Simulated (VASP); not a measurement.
# KYSe2 (P4/mmm) in VASP: a series of runs

The runs below take KYSe2 through single point, with PBE, r2SCAN.

Program: VASP 6.6.1. These are calculated values, not measurements. Logs are shortened: lines on timing, memory, paths and dates and some standing lists are left out, and cuts for length are marked.

### 1 The cell of the first run

Symmetry: P4/mmm, No. 123, tetragonal system. The conventional cell has a = 4.339 Å, b = 4.339 Å, c = 5.888 Å, α = 90.00°, β = 90.00°, γ = 90.00°. Within 3.9 Å of K (site symmetry 4/mmm) lie 6 Se at 2.94 to 3.07 Å. Within 3.9 Å of Se (site symmetry 4/mmm) lie 2 K at 2.94 Å and 4 Y at 3.07 Å. Within 3.9 Å of Se (site symmetry 4/mmm) lie 2 Y at 2.94 Å and 4 K at 3.07 Å. Within 3.9 Å of Y (site symmetry 4/mmm) lie 6 Se at 2.94 to 3.07 Å.

### 2 Single point, PBE

Contents of INCAR:

```
SYSTEM = KYSe2
  PREC = Accurate
  ENCUT = 520
  EDIFF = 1E-6
  ISMEAR = 0
  SIGMA = 0.01
  LREAL = .False.
  LASPH = .True.
  NELM = 100
  ALGO = Normal
  ISIF = 2
  LWAVE = .False.
  LCHARG = .False.
  GGA = PE
  NBANDS = 24
```

Contents of KPOINTS:

```
regular mesh
0
Gamma
  6 6 4
  0 0 0
```

Contents of POSCAR:

```
KYSe2
1.0
    4.3388446479      0.0000000000      0.0000000000
    0.0000000000      4.3388446479      0.0000000000
    0.0000000000      0.0000000000      5.8879117469
K Se Y
1 2 1
Direct
    0.0000000000      0.0000000000      0.0000000000
    0.0000000000      0.0000000000      0.5000000000
    0.5000000000      0.5000000000      0.0000000000
    0.5000000000      0.5000000000      0.5000000000
```

Potentials or basis: VASP PAW PBE potentials, release 64 (K_sv, Se, Y_sv).

Command:

```
cat potpaw_PBE.64/K_sv/POTCAR potpaw_PBE.64/Se/POTCAR potpaw_PBE.64/Y_sv/POTCAR > POTCAR
mpirun -np 1 vasp_std > vasp.out
```

OUTCAR:

```text
SYSTEM = KYSe2
   PREC = Accurate
   ENCUT = 520
   EDIFF = 1E-6
   ISMEAR = 0
   LREAL = .False.
   LASPH = .True.
   NELM = 100
   ISIF = 2
   GGA = PE

 ion  position               nearest neighbor table
   1  0.000  0.000  0.000-   2 2.94   2 2.94   3 3.07   3 3.07   3 3.07   3 3.07
   2  0.000  0.000  0.500-   1 2.94   1 2.94   4 3.07   4 3.07   4 3.07   4 3.07
   3  0.500  0.500  0.000-   4 2.94   4 2.94   1 3.07   1 3.07   1 3.07   1 3.07
   4  0.500  0.500  0.500-   3 2.94   3 2.94   2 3.07   2 3.07   2 3.07   2 3.07

  LATTYP: Found a simple tetragonal cell.
 ALAT       =     4.3388446479
 C/A-ratio  =     1.3570229461

  Lattice vectors:

 A1 = (   4.3388446479,   0.0000000000,   0.0000000000)
 A2 = (   0.0000000000,   4.3388446479,   0.0000000000)
 A3 = (   0.0000000000,   0.0000000000,   5.8879117469)

Analysis of symmetry for initial positions (statically):
=====================================================================
 Subroutine PRICEL returns:
 Original cell was already a primitive cell.

 Routine SETGRP: Setting up the symmetry group for a
 simple tetragonal supercell.

 Subroutine GETGRP returns: Found 16 space group operations
 (whereof 16 operations were pure point group operations)
 out of a pool of 16 trial point group operations.

The static configuration has the point symmetry D_4h.

Analysis of symmetry for dynamics (positions and initial velocities):
=====================================================================
 Subroutine PRICEL returns:
 Original cell was already a primitive cell.

 Routine SETGRP: Setting up the symmetry group for a
 simple tetragonal supercell.

 Subroutine GETGRP returns: Found 16 space group operations
 (whereof 16 operations were pure point group operations)
 out of a pool of 16 trial point group operations.

The dynamic configuration has the point symmetry D_4h.

 Subroutine INISYM returns: Found 16 space group operations
 (whereof 16 operations are pure point group operations),
 and found     1 'primitive' translations

----------------------------------------------------------------------------------------

                                     Primitive cell

  volume of cell :     110.8433

  direct lattice vectors                    reciprocal lattice vectors
     4.338844648  0.000000000  0.000000000     0.230476102  0.000000000  0.000000000
     0.000000000  4.338844648  0.000000000     0.000000000  0.230476102  0.000000000
     0.000000000  0.000000000  5.887911747     0.000000000  0.000000000  0.169839502

  length of vectors
     4.338844648  4.338844648  5.887911747     0.230476102  0.230476102  0.169839502
[... 81 lines left out ...]
   LSORBIT =      F    spin-orbit coupling
   LASPH  =      T    aspherical Exc in radial PAW
   ENCUT  =  520.0 eV  38.22 Ry    6.18 a.u.   8.07  8.07 10.95*2*pi/ulx,y,z
   NELM   =    100;   NELMIN=  2; NELMDL= -5     # of ELM steps
   EDIFF  = 0.1E-05   stopping-criterion for ELM
   LREAL  =      F    real-space projection
[... 7 lines left out ...]
   TEBEG  =    0.0;   TEEND  =   0.0 temperature during run
   PSTRESS=    0.0 pullay stress
   NELECT =      32.0000    total number of electrons
   NUPDOWN=      -1.0000    fix difference up-down
   EMIN   =  10.00;   EMAX   =-10.00  energy-range for DOS
   EFERMI =   0.00;   METHOD = LEGACY
   ISMEAR =     0;   SIGMA  =   0.01  broadening in eV -4-tet -1-fermi 0-gaus
   EFERMI_NEDOS =   21; number of points for ismear=-14 and -15
   IALGO  =     38    algorithm
   IMIX   =      4    mixing-type and parameters
     AMIX     =   0.40;   BMIX     =  1.00
     AMIX_MAG =   1.60;   BMIX_MAG =  1.00
  volume/ion in A,a.u.               =      27.71       187.00
  Fermi-wavevector in a.u.,A,eV,Ry     =   1.081986  2.044657 15.928256  1.170694
  Thomas-Fermi vector in A             =   2.218016
   LORBIT       =      0    0 simple, 1 ext, 2 COOP (PROOUT), +10 PAW based schemes
   GGA     = PE    functional components
   LHFCALC =     F    Hartree Fock is set to
   AEXX    =    0.0000 exact exchange contribution
   IVDW    =     0    specifies the selected vdW correction
   LEPSILON=     F    determine dielectric tensor
   LRPA    =     F    only Hartree local field effects (RPA)
 non-spin polarized calculation
 Gauss-broadening in eV      SIGMA  =   0.01
  energy-cutoff  :      520.00
  volume of cell :      110.84
 maximum number of plane-waves:      3004
   NGX = 17   NGY = 17   NGZ = 21

 number of electron      32.0000005 magnetization

 Free energy of the ion-electron system (eV)
  ---------------------------------------------------
  ext. energy  EPLUGINS =         0.00000000
  ---------------------------------------------------
  free energy    TOTEN  =       -20.28967792 eV

  energy without entropy =      -20.28967792  energy(sigma->0) =      -20.28967792

 E-fermi :   2.2265     XC(G=0):  -9.0311

 val. band max:        2.1340518456   @ k =   0.0000   0.0000   0.0000
 cond. band min:       2.3490309312   @ k =   0.0000   0.0000   0.0000
 fundamental gap:      0.2149790856
 Fermi energy:         2.2265499314

 k-point     1 :       0.0000    0.0000    0.0000
  band No.  band energies     occupation
      1     -41.3749      2.00000
      2     -26.2387      2.00000
      3     -21.3235      2.00000
      4     -21.3235      2.00000
      5     -21.1849      2.00000
      6     -10.3315      2.00000
[... 637 lines left out ...]
     23       8.1187      0.00000
     24       9.0317      0.00000

 [... further k-points ...]

------------------------ aborting loop because EDIFF is reached ----------------------------------------

  FORCE on cell =-STRESS in cart. coord.  units (eV):
  Direction    XX          YY          ZZ          XY          YZ          ZX
  --------------------------------------------------------------------------------------
  -------------------------------------------------------------------------------------
  Total        0.0725818      0.0725818      0.0947028      0.0000000      0.0000000     -0.0000000
  in kB        1.0491288      1.0491288      1.3688747      0.0000000      0.0000000     -0.0000000
  external PRESSURE =       1.1557108 kB  Pullay stress =       0.0000000 kB

 VOLUME and BASIS-vectors are now :
 -----------------------------------------------------------------------------
  energy-cutoff  :      520.00
  volume of cell :      110.84
      direct lattice vectors                 reciprocal lattice vectors
     4.338844648  0.000000000  0.000000000     0.230476102  0.000000000  0.000000000
     0.000000000  4.338844648  0.000000000     0.000000000  0.230476102  0.000000000
     0.000000000  0.000000000  5.887911747     0.000000000  0.000000000  0.169839502

 POSITION                                       TOTAL-FORCE (eV/Angst)
 -----------------------------------------------------------------------------------
      0.00000      0.00000      0.00000         0.000000      0.000000      0.000000
      0.00000      0.00000      2.94396         0.000000      0.000000      0.000000
      2.16942      2.16942      0.00000         0.000000      0.000000      0.000000
      2.16942      2.16942      2.94396         0.000000      0.000000      0.000000
 -----------------------------------------------------------------------------------
    total drift:                                0.000000     -0.000000     -0.000000

  FREE ENERGIE OF THE ION-ELECTRON SYSTEM (eV)
  ---------------------------------------------------
  free  energy   TOTEN  =       -20.2896779152 eV

  energy  without entropy=      -20.2896779152  energy(sigma->0) =      -20.28967792
```

OSZICAR:

```text
N       E                     dE             d eps       ncg     rms          rms(c)
DAV:   1     0.186143357487E+03    0.18614E+03   -0.14696E+04  1440   0.122E+03
DAV:   2    -0.815282924175E+01   -0.19430E+03   -0.18160E+03  1712   0.289E+02
DAV:   3    -0.221771656310E+02   -0.14024E+02   -0.13874E+02  2368   0.612E+01
DAV:   4    -0.227221045652E+02   -0.54494E+00   -0.54339E+00  2032   0.102E+01
DAV:   5    -0.227297069626E+02   -0.76024E-02   -0.76019E-02  2088   0.120E+00    0.190E+01
DAV:   6    -0.205519193553E+02    0.21778E+01   -0.27630E+00  1720   0.757E+00    0.158E+01
DAV:   7    -0.203382796282E+02    0.21364E+00   -0.14945E+00  1952   0.570E+00    0.937E+00
DAV:   8    -0.204957588119E+02   -0.15748E+00   -0.12883E+00  1568   0.531E+00    0.292E+00
DAV:   9    -0.202868708105E+02    0.20889E+00   -0.39947E-01  1576   0.333E+00    0.648E-01
DAV:  10    -0.202897496757E+02   -0.28789E-02   -0.31962E-02  1904   0.859E-01    0.822E-01
DAV:  11    -0.202897196727E+02    0.30003E-04   -0.16878E-03  1952   0.257E-01    0.140E-01
DAV:  12    -0.202896716427E+02    0.48030E-04   -0.27637E-04  2080   0.860E-02    0.424E-02
DAV:  13    -0.202896771481E+02   -0.55054E-05   -0.50187E-05  1912   0.358E-02    0.225E-02
DAV:  14    -0.202896785862E+02   -0.14381E-05   -0.45693E-06  1760   0.134E-02    0.189E-02
DAV:  15    -0.202896779152E+02    0.67099E-06   -0.15974E-06  1560   0.847E-03
   1 F= -.20289678E+02 E0= -.20289678E+02  d E =-.544890E-41
```

Run time: 32 s. Hardware: 1 thread of Intel Xeon 6975P-C (Granite Rapids), shared host; peak memory 0.27 GiB.

Results:

```yaml
Free_energy: -20.2897 eV
Pressure: 0.1 GPa
Band_gap_on_the_k_mesh: 0.21 eV
```

Caveat: semilocal functionals underestimate gaps, and a narrow one can read as zero. A k mesh can miss the band edges.

### 3 Single point, PBE (28.54 Å³/atom)

This run uses another cell than the first one, of 28.54 Å³/atom.

Contents of INCAR:

```
SYSTEM = KYSe2
PREC = Accurate
ENCUT = 520
EDIFF = 1E-6
ISMEAR = 0
SIGMA = 0.01
LREAL = .False.
LASPH = .True.
NELM = 80
ALGO = Normal
ISIF = 2
LWAVE = .False.
LCHARG = .False.
GGA = PE
NBANDS = 24
```

Contents of KPOINTS:

```
Automatic mesh
0
Gamma
  6 6 4
  0 0 0
```

Contents of POSCAR:

```
KYSe2
1.0
    4.3818062998      0.0000000000      0.0000000000
    0.0000000000      4.3818062998      0.0000000000
    0.0000000000      0.0000000000      5.9462116943
K Se Y
1 2 1
Direct
    0.0000000000      0.0000000000      0.0000000000
    0.0000000000      0.0000000000      0.5000000000
    0.5000000000      0.5000000000      0.0000000000
    0.5000000000      0.5000000000      0.5000000000
```

Potentials or basis: VASP PAW PBE potentials, release 64 (K_sv, Se, Y_sv).

Command:

```
cat potpaw_PBE.64/K_sv/POTCAR potpaw_PBE.64/Se/POTCAR potpaw_PBE.64/Y_sv/POTCAR > POTCAR
mpirun -np 1 vasp_std > vasp.out
```

OUTCAR:

```text
SYSTEM = KYSe2
   PREC = Accurate
   ENCUT = 520
   EDIFF = 1E-6
   ISMEAR = 0
   LREAL = .False.
   LASPH = .True.
   NELM = 80
   ISIF = 2
   GGA = PE

 ion  position               nearest neighbor table
   1  0.000  0.000  0.000-   2 2.97   2 2.97   3 3.10   3 3.10   3 3.10   3 3.10
   2  0.000  0.000  0.500-   1 2.97   1 2.97   4 3.10   4 3.10   4 3.10   4 3.10
   3  0.500  0.500  0.000-   4 2.97   4 2.97   1 3.10   1 3.10   1 3.10   1 3.10
   4  0.500  0.500  0.500-   3 2.97   3 2.97   2 3.10   2 3.10   2 3.10   2 3.10

  LATTYP: Found a simple tetragonal cell.
 ALAT       =     4.3818062998
 C/A-ratio  =     1.3570229461

  Lattice vectors:

 A1 = (   4.3818062998,   0.0000000000,   0.0000000000)
 A2 = (   0.0000000000,   4.3818062998,   0.0000000000)
 A3 = (   0.0000000000,   0.0000000000,   5.9462116943)

Analysis of symmetry for initial positions (statically):
=====================================================================
 Subroutine PRICEL returns:
 Original cell was already a primitive cell.

 Routine SETGRP: Setting up the symmetry group for a
 simple tetragonal supercell.

 Subroutine GETGRP returns: Found 16 space group operations
 (whereof 16 operations were pure point group operations)
 out of a pool of 16 trial point group operations.

The static configuration has the point symmetry D_4h.

Analysis of symmetry for dynamics (positions and initial velocities):
=====================================================================
 Subroutine PRICEL returns:
 Original cell was already a primitive cell.

 Routine SETGRP: Setting up the symmetry group for a
 simple tetragonal supercell.

 Subroutine GETGRP returns: Found 16 space group operations
 (whereof 16 operations were pure point group operations)
 out of a pool of 16 trial point group operations.

The dynamic configuration has the point symmetry D_4h.

 Subroutine INISYM returns: Found 16 space group operations
 (whereof 16 operations are pure point group operations),
 and found     1 'primitive' translations

[... 121 lines left out ...]
  Thomas-Fermi vector in A             =   2.207116
   LORBIT       =      0    0 simple, 1 ext, 2 COOP (PROOUT), +10 PAW based schemes
   GGA     = PE    functional components
   LHFCALC =     F    Hartree Fock is set to
   AEXX    =    0.0000 exact exchange contribution
   IVDW    =     0    specifies the selected vdW correction
   LEPSILON=     F    determine dielectric tensor
   LRPA    =     F    only Hartree local field effects (RPA)
 non-spin polarized calculation
 Gauss-broadening in eV      SIGMA  =   0.01
  energy-cutoff  :      520.00
  volume of cell :      114.17
 maximum number of plane-waves:      3112
 NGX is ok and might be reduce to    36
   NGX = 17   NGY = 17   NGZ = 23

 number of electron      32.0000002 magnetization

 Free energy of the ion-electron system (eV)
  ---------------------------------------------------
  ext. energy  EPLUGINS =         0.00000000
  ---------------------------------------------------
  free energy    TOTEN  =       -20.27783013 eV

  energy without entropy =      -20.27783013  energy(sigma->0) =      -20.27783013

 E-fermi :   2.0940     XC(G=0):  -8.9060

 val. band max:        1.9495899932   @ k =   0.0000   0.0000   0.0000
 cond. band min:       2.2054327340   @ k =   0.0000   0.0000   0.0000
 fundamental gap:      0.2558427407
 Fermi energy:         2.0940066307

 k-point     1 :       0.0000    0.0000    0.0000
  band No.  band energies     occupation
      1     -41.6736      2.00000
      2     -26.4457      2.00000
      3     -21.6125      2.00000
      4     -21.6125      2.00000
      5     -21.4701      2.00000
      6     -10.4329      2.00000
[... 637 lines left out ...]
     23       7.7029      0.00000
     24       8.7277      0.00000

 [... further k-points ...]

------------------------ aborting loop because EDIFF is reached ----------------------------------------

  FORCE on cell =-STRESS in cart. coord.  units (eV):
  Direction    XX          YY          ZZ          XY          YZ          ZX
  --------------------------------------------------------------------------------------
  -------------------------------------------------------------------------------------
  Total       -0.7872227     -0.7872227     -1.0788714      0.0000000      0.0000000      0.0000000
  in kB      -11.0474350    -11.0474350    -15.1402677      0.0000000      0.0000000      0.0000000
  external PRESSURE =     -12.4117126 kB  Pullay stress =       0.0000000 kB

 VOLUME and BASIS-vectors are now :
 -----------------------------------------------------------------------------
  energy-cutoff  :      520.00
  volume of cell :      114.17
      direct lattice vectors                 reciprocal lattice vectors
     4.381806300  0.000000000  0.000000000     0.228216386  0.000000000  0.000000000
     0.000000000  4.381806300  0.000000000     0.000000000  0.228216386  0.000000000
     0.000000000  0.000000000  5.946211694     0.000000000  0.000000000  0.168174302

 POSITION                                       TOTAL-FORCE (eV/Angst)
 -----------------------------------------------------------------------------------
      0.00000      0.00000      0.00000         0.000000      0.000000      0.000000
      0.00000      0.00000      2.97311         0.000000      0.000000      0.000000
      2.19090      2.19090      0.00000         0.000000      0.000000      0.000000
      2.19090      2.19090      2.97311         0.000000      0.000000      0.000000
 -----------------------------------------------------------------------------------
    total drift:                                0.000000      0.000000      0.000000

  FREE ENERGIE OF THE ION-ELECTRON SYSTEM (eV)
  ---------------------------------------------------
  free  energy   TOTEN  =       -20.2778301263 eV

  energy  without entropy=      -20.2778301263  energy(sigma->0) =      -20.27783013
```

OSZICAR:

```text
N       E                     dE             d eps       ncg     rms          rms(c)
DAV:   1     0.183602432273E+03    0.18360E+03   -0.14681E+04  1440   0.122E+03
DAV:   2    -0.838586838987E+01   -0.19199E+03   -0.17947E+03  1744   0.286E+02
DAV:   3    -0.222448761134E+02   -0.13859E+02   -0.13741E+02  2376   0.609E+01
DAV:   4    -0.227993752274E+02   -0.55450E+00   -0.55320E+00  2080   0.103E+01
DAV:   5    -0.228074499103E+02   -0.80747E-02   -0.80743E-02  2096   0.125E+00    0.179E+01
DAV:   6    -0.205569603764E+02    0.22505E+01   -0.28383E+00  1712   0.761E+00    0.150E+01
DAV:   7    -0.203191329591E+02    0.23783E+00   -0.14519E+00  1992   0.557E+00    0.950E+00
DAV:   8    -0.204490941500E+02   -0.12996E+00   -0.98603E-01  1616   0.497E+00    0.298E+00
DAV:   9    -0.202765363347E+02    0.17256E+00   -0.36872E-01  1552   0.320E+00    0.601E-01
DAV:  10    -0.202777596261E+02   -0.12233E-02   -0.25217E-02  1912   0.813E-01    0.829E-01
DAV:  11    -0.202778224306E+02   -0.62804E-04   -0.20071E-03  1856   0.257E-01    0.126E-01
DAV:  12    -0.202778334858E+02   -0.11055E-04   -0.18295E-04  2080   0.715E-02    0.360E-02
DAV:  13    -0.202778291831E+02    0.43027E-05   -0.41220E-05  1856   0.390E-02    0.248E-02
DAV:  14    -0.202778301263E+02   -0.94327E-06   -0.55761E-06  1824   0.124E-02
   1 F= -.20277830E+02 E0= -.20277830E+02  d E =-.469927E-58
```

Wall time 42 s (1 thread of Intel Xeon 6975P-C (Granite Rapids), shared host); peak memory 0.3 GiB.

What came out:

| Property | Result |
| --- | --- |
| Free energy | -20.2778 eV |
| Pressure | -1.2 GPa |
| Band gap on the k mesh | 0.26 eV |

Caveat: semilocal functionals underestimate gaps, and a narrow one can read as zero. A k mesh can miss the band edges.

(Continued in part 2 of 2.)
